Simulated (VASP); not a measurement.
# In (I4/mmm) in VASP: settings compared

Aim: see how the results for In move with the level of theory and the settings. Levels: BLYP+D3(BJ), BLYP+D4, LDA, PBE, r2SCAN. Tasks: relaxation of cell and atoms, single point.

All numbers are computed with VASP 6.6.1; they aren't measurements. Logs are shortened: lines on timing, memory, paths and dates and some standing lists are left out, and cuts for length are marked.

## (1) The cell of the first run

The structure is tetragonal, space group I4/mmm (No. 139). Conventional cell: a = 3.251 Å, b = 3.251 Å, c = 4.947 Å, α = 90.00°, β = 90.00°, γ = 90.00°. In (site symmetry 4/mmm) has 12 In at 3.25 to 3.38 Å within 4.3 Å.

## (2) Relaxation of cell and atoms, BLYP+D3(BJ)

INCAR

```
SYSTEM = In
PREC = Accurate
ENCUT = 600
EDIFF = 1E-6
ISMEAR = -1
SIGMA = 0.05
LREAL = .False.
LASPH = .True.
NELM = 60
ALGO = Fast
ISIF = 3
LWAVE = .False.
LCHARG = .False.
GGA = B5
ALDAX = 1.0
AGGAX = 1.0
AGGAC = 1.0
ALDAC = 0.0
IVDW = 12
VDW_S6 = 1.0
VDW_S8 = 2.6996
VDW_A1 = 0.4298
VDW_A2 = 4.2359
IBRION = 2
NSW = 60
EDIFFG = -0.01
```

KPOINTS

```
Automatic mesh
0
Gamma
  11 11 11
  0 0 0
```

POSCAR

```
In
1.0
   -1.6254700000      1.6254700000      2.4737000000
    1.6254700000     -1.6254700000      2.4737000000
    1.6254700000      1.6254700000     -2.4737000000
In
1
Direct
    0.0000000000      0.0000000000      0.0000000000
```

Potentials or basis: VASP PAW PBE potentials, release 64 (In_d).

Started as:

```
$ cat potpaw_PBE.64/In_d/POTCAR > POTCAR
$ mpirun -np 1 vasp_std > vasp.out
```

OUTCAR:

```text
SYSTEM = In
   PREC = Accurate
   ENCUT = 600
   EDIFF = 1E-6
   ISMEAR = -1
   LREAL = .False.
   LASPH = .True.
   NELM = 60
   ISIF = 3
   GGA = B5
   IVDW = 12
   IBRION = 2
   NSW = 60
   EDIFFG = -0.01
 IVDW          = 12

 ion  position               nearest neighbor table
   1  0.000  0.000  0.000-

  LATTYP: Found a body centered tetragonal cell.
 ALAT       =     3.2509400000
 C/A-ratio  =     1.5218367611

  Lattice vectors:

 A1 = (  -1.6254700000,   1.6254700000,   2.4737000000)
 A2 = (   1.6254700000,  -1.6254700000,   2.4737000000)
 A3 = (   1.6254700000,   1.6254700000,  -2.4737000000)

Analysis of symmetry for initial positions (statically):
=====================================================================
 Subroutine PRICEL returns:
 Original cell was already a primitive cell.

 Routine SETGRP: Setting up the symmetry group for a
 body centered tetragonal supercell.

 Subroutine GETGRP returns: Found 16 space group operations
 (whereof 16 operations were pure point group operations)
 out of a pool of 16 trial point group operations.

The static configuration has the point symmetry D_4h.

Analysis of symmetry for dynamics (positions and initial velocities):
=====================================================================
 Subroutine PRICEL returns:
 Original cell was already a primitive cell.

 Routine SETGRP: Setting up the symmetry group for a
 body centered tetragonal supercell.

 Subroutine GETGRP returns: Found 16 space group operations
 (whereof 16 operations were pure point group operations)
 out of a pool of 16 trial point group operations.

The dynamic configuration has the point symmetry D_4h.

 Subroutine INISYM returns: Found 16 space group operations
 (whereof 16 operations are pure point group operations),
 and found     1 'primitive' translations

----------------------------------------------------------------------------------------

                                     Primitive cell

  volume of cell :      26.1436

  direct lattice vectors                    reciprocal lattice vectors
    -1.625470000  1.625470000  2.473700000     0.000000000  0.307603339  0.202126369
     1.625470000 -1.625470000  2.473700000     0.307603339  0.000000000  0.202126369
     1.625470000  1.625470000 -2.473700000     0.307603339  0.307603339  0.000000000

  length of vectors
     3.376906444  3.376906444  3.376906444     0.368069129  0.368069129  0.435016814

  position of ions in fractional coordinates (direct lattice)
     0.000000000  0.000000000  0.000000000

  ion indices of the primitive-cell ions
   primitive index   ion index
                 1           1

----------------------------------------------------------------------------------------

 KPOINTS: Automatic mesh

Automatic generation of k-mesh.
 Grid dimensions read from file:
 generate k-points for:   11   11   11

 Generating k-lattice:

  Cartesian coordinates                     Fractional coordinates (reciprocal lattice)
     0.000000000  0.027963940  0.018375124     0.090909091  0.000000000 -0.000000000
     0.027963940  0.000000000  0.018375124     0.000000000  0.090909091 -0.000000000
     0.027963940  0.027963940  0.000000000     0.000000000  0.000000000  0.090909091

  Length of vectors
     0.033460830  0.033460830  0.039546983

  Shift w.r.t. Gamma in fractional coordinates (k-lattice)
     0.000000000  0.000000000  0.000000000

 Subroutine IBZKPT returns following result:
 ===========================================

 Found    126 irreducible k-points:

 Following reciprocal coordinates:
            Coordinates               Weight
  0.000000  0.000000  0.000000      1.000000
  0.090909  0.000000 -0.000000      8.000000
  0.181818  0.000000 -0.000000      8.000000
  0.272727  0.000000 -0.000000      8.000000
  0.363636  0.000000 -0.000000      8.000000
  0.454545  0.000000 -0.000000      8.000000
[... 16 lines left out ...]
 -0.272727  0.181818 -0.000000     16.000000
 -0.181818  0.181818  0.000000      4.000000
 [... further k-points ...]
   k-points           NKPTS =    126   k-points in BZ     NKDIM =    126   number of bands    NBANDS=     10
   number of dos      NEDOS =    301   number of ions     NIONS =      1
   total plane-waves  NPLWV =  21952
   dimension x,y,z NGX =    28 NGY =   28 NGZ =   28
   dimension x,y,z NGXF=    56 NGYF=   56 NGZF=   56
   ions per type =               1
   NGX,Y,Z   is equivalent  to a cutoff of  13.78, 13.78, 13.78 a.u.
   NGXF,Y,Z  is equivalent  to a cutoff of  27.57, 27.57, 27.57 a.u.
 SYSTEM =  In
   PREC   = accura    normal or accurate (medium, high low for compatibility)
   ISTART =      0    job   : 0-new  1-cont  2-samecut
   ICHARG =      2    charge: 1-file 2-atom 10-const
   ISPIN  =      1    spin polarized calculation?
   LNONCOLLINEAR =      F non collinear calculations
   LSORBIT =      F    spin-orbit coupling
   LASPH  =      T    aspherical Exc in radial PAW
   ENCUT  =  600.0 eV  44.10 Ry    6.64 a.u.   6.74  6.74  6.74*2*pi/ulx,y,z
   NELM   =     60;   NELMIN=  2; NELMDL= -5     # of ELM steps
   EDIFF  = 0.1E-05   stopping-criterion for ELM
   LREAL  =      F    real-space projection
   EDIFFG = -.1E-01   stopping-criterion for IOM
   NSW    =     60    number of steps for IOM
   IBRION =      2    ionic relax: 0-MD 1-quasi-New 2-CG
   NFREE  =      1    steps in history (QN), initial steepest desc. (CG)
   ISIF   =      3    stress and relaxation
   ISYM   =      2    0-nonsym 1-usesym 2-fastsym
   POTIM  = 0.5000    time-step for ionic-motion
   TEBEG  =    0.0;   TEEND  =   0.0 temperature during run
   PSTRESS=    0.0 pullay stress
   NELECT =      13.0000    total number of electrons
   NUPDOWN=      -1.0000    fix difference up-down
   EMIN   =  10.00;   EMAX   =-10.00  energy-range for DOS
   EFERMI =   0.00;   METHOD = LEGACY
   ISMEAR =    -1;   SIGMA  =   0.05  broadening in eV -4-tet -1-fermi 0-gaus
   EFERMI_NEDOS =   21; number of points for ismear=-14 and -15
   IALGO  =     68    algorithm
   IMIX   =      4    mixing-type and parameters
     AMIX     =   0.40;   BMIX     =  1.00
     AMIX_MAG =   1.60;   BMIX_MAG =  1.00
  volume/ion in A,a.u.               =      26.14       176.43
  Fermi-wavevector in a.u.,A,eV,Ry     =   1.296983  2.450943 22.887245  1.682165
  Thomas-Fermi vector in A             =   2.428405
   LORBIT       =      0    0 simple, 1 ext, 2 COOP (PROOUT), +10 PAW based schemes
   GGA     = B5    functional components
   LHFCALC =     F    Hartree Fock is set to
   AEXX    =    0.0000 exact exchange contribution
   IVDW    =    12    specifies the selected vdW correction
   LEPSILON=     F    determine dielectric tensor
   LRPA    =     F    only Hartree local field effects (RPA)
 conjugate gradient relaxation of ions
 non-spin polarized calculation
 RMM-DIIS sequential band-by-band and
  energy-cutoff  :      600.00
  volume of cell :       26.14
 maximum number of plane-waves:       901
   NGX = 13   NGY = 13   NGZ = 13

--------------------------------------- Ionic step        1  -------------------------------------------

 number of electron      13.0000006 magnetization

 Free energy of the ion-electron system (eV)
  ---------------------------------------------------
  ext. energy  EPLUGINS =         0.00000000
  ---------------------------------------------------
  free energy    TOTEN  =        -1.78270472 eV

  energy without entropy =       -1.77880863  energy(sigma->0) =       -1.78075668

------------------------ aborting loop because EDIFF is reached ----------------------------------------

 Edisp (eV)   -0.81961

 E8    (eV) :    -0.6397

  FORCE on cell =-STRESS in cart. coord.  units (eV):
  Direction    XX          YY          ZZ          XY          YZ          ZX
  --------------------------------------------------------------------------------------
  -------------------------------------------------------------------------------------
  Total       0.18088     0.18088     0.19832     0.00000     0.00000     0.00000
  in kB      11.08511    11.08511    12.15406     0.00000     0.00000     0.00000
  external pressure =       11.44 kB  Pullay stress =        0.00 kB
[... 94 lines left out ...]
  FREE ENERGIE OF THE ION-ELECTRON SYSTEM (eV)
  ---------------------------------------------------
  free  energy   TOTEN  =        -2.6050604399 eV

  energy  without entropy=       -2.6011131438  energy(sigma->0) =       -2.60308679

[... ionic steps 4 to 10 ...]

--------------------------------------- Ionic step       11  -------------------------------------------

 number of electron      13.0000002 magnetization

------------------------ aborting loop because EDIFF is reached ----------------------------------------

 Edisp (eV)   -0.79288

 E8    (eV) :    -0.6189
[... 67 lines left out ...]
  energy  without entropy=       -2.6036777769  energy(sigma->0) =       -2.60500714

--------------------------------------- Ionic step       13  -------------------------------------------

 number of electron      13.0000002 magnetization

 Free energy of the ion-electron system (eV)
  ---------------------------------------------------
  ext. energy  EPLUGINS =         0.00000000
  ---------------------------------------------------
  free energy    TOTEN  =        -1.81317577 eV

  energy without entropy =       -1.81051832  energy(sigma->0) =       -1.81184705

 E-fermi :   7.6204     XC(G=0):  -9.5132

 val. band max:        7.5564060678   @ k =  -0.1818  -0.4545   0.1818
 cond. band min:       7.6610708198   @ k =  -0.3636   0.4545   0.0909
 fundamental gap:      0.1046647520
 Fermi energy:         7.6204427343

 k-point     1 :       0.0000    0.0000    0.0000
  band No.  band energies     occupation
      1      -7.1392      2.00000
      2      -6.9745      2.00000
      3      -6.9745      2.00000
      4      -6.9547      2.00000
      5      -6.8010      2.00000
      6      -1.6856      2.00000
      7      17.6954      0.00000
      8      17.6954      0.00000
      9      17.8119      0.00000
     10      19.5595      0.00000
[... 287 lines left out ...]
 k-point    24 :      -0.1818    0.1818    0.0000
  band No.  band energies     occupation
      1      -7.0408      2.00000
      2      -6.9973      2.00000
      3      -6.9308      2.00000
      4      -6.9144      2.00000
      5      -6.8475      2.00000
      6      -0.6675      2.00000
      7      14.3973      0.00000
      8      14.8318      0.00000
      9      15.2950      0.00000
     10      17.1234      0.00000

 [... further k-points ...]

------------------------ aborting loop because EDIFF is reached ----------------------------------------

 Edisp (eV)   -0.79317

 E8    (eV) :    -0.6191

  FORCE on cell =-STRESS in cart. coord.  units (eV):
  Direction    XX          YY          ZZ          XY          YZ          ZX
  --------------------------------------------------------------------------------------
  -------------------------------------------------------------------------------------
  Total       0.00990     0.00990     0.00598     0.00000     0.00000     0.00000
  in kB       0.58736     0.58736     0.35485     0.00000     0.00000     0.00000
  external pressure =        0.51 kB  Pullay stress =        0.00 kB
[... 16 lines left out ...]
  FREE ENERGIE OF THE ION-ELECTRON SYSTEM (eV)
  ---------------------------------------------------
  free  energy   TOTEN  =        -2.6063408398 eV

  energy  without entropy=       -2.6036833871  energy(sigma->0) =       -2.60501211

 reached required accuracy - stopping structural energy minimisation
```

Run time: 3.1 min. Hardware: 1 thread of Intel Xeon 6975P-C (Granite Rapids), shared host; peak memory 0.21 GiB.

What came out:

```
Free energy                            : -2.6063 eV
Relaxed volume                         : 27.00 Å³/atom
Relaxed cell                           : a = 3.445 Å, b = 3.445 Å, c = 3.445 Å, α = 123.90°, β = 123.90°, γ = 83.37°
Space group after relaxing (to 0.05 Å) : I4/mmm (No. 139)
Energy gained by relaxing              : 4.0 meV/atom
Ionic steps                            : 13
Pressure after relaxing                : 0.1 GPa
Dispersion energy per atom             : -0.793 eV
```

The path:
| step | energy change (eV) | largest force (eV/Å) | pressure (GPa) | volume (Å³) |
| --- | --- | --- | --- | --- |
| 1 | 0.0000 | 0.0000 | 1.14 | 26.14 |
| 2 | -0.0028 | 0.0000 | -0.09 | 26.86 |
| 3 | -0.0027 | 0.0000 | 0.22 | 26.82 |
| 4 | -0.0028 | 0.0000 | 0.11 | 26.84 |
| 5 | -0.0029 | 0.0000 | 0.08 | 26.86 |
| 6 | -0.0033 | 0.0000 | 0.11 | 26.92 |
| 7 | -0.0039 | 0.0000 | 0.00 | 27.04 |
| 8 | -0.0033 | 0.0000 | -0.29 | 27.25 |
| 9 | -0.0040 | 0.0000 | -0.14 | 27.10 |
| 10 | -0.0039 | 0.0000 | 0.29 | 26.88 |
| 11 | -0.0040 | 0.0000 | -0.09 | 27.01 |
| 12 | -0.0040 | 0.0000 | 0.07 | 26.99 |
| 13 | -0.0040 | 0.0000 | 0.05 | 27.00 |

Final structure:
```cif
data_structure
_symmetry_space_group_name_H-M 'P 1'
_symmetry_Int_Tables_number 1
_cell_length_a 3.4448
_cell_length_b 3.4448
_cell_length_c 3.4448
_cell_angle_alpha 123.898
_cell_angle_beta 123.898
_cell_angle_gamma 83.371
_cell_volume 27.00
loop_
_atom_site_label
_atom_site_type_symbol
_atom_site_fract_x
_atom_site_fract_y
_atom_site_fract_z
_atom_site_occupancy
In1 In 0.00000 0.00000 0.00000 1
```

Levels at points of the mesh, in eV from the Fermi level:
| k point | band 3 | band 4 | band 5 | band 6 | band 7 | band 8 | band 9 | band 10 |
| --- | --- | --- | --- | --- | --- | --- | --- | --- |
| (0.00, 0.00, 0.00) | -14.59 | -14.58 | -14.42 | -9.31 | 10.07 | 10.07 | 10.19 | 11.94 |

Caveat: the PAW data sets were made with another functional, which shifts forces and pressure a little; spin-orbit coupling is left out, which moves the levels of the heavy elements; pairwise dispersion overbinds metals, which lowers pressure and volume.

[end of part 1 of 3]
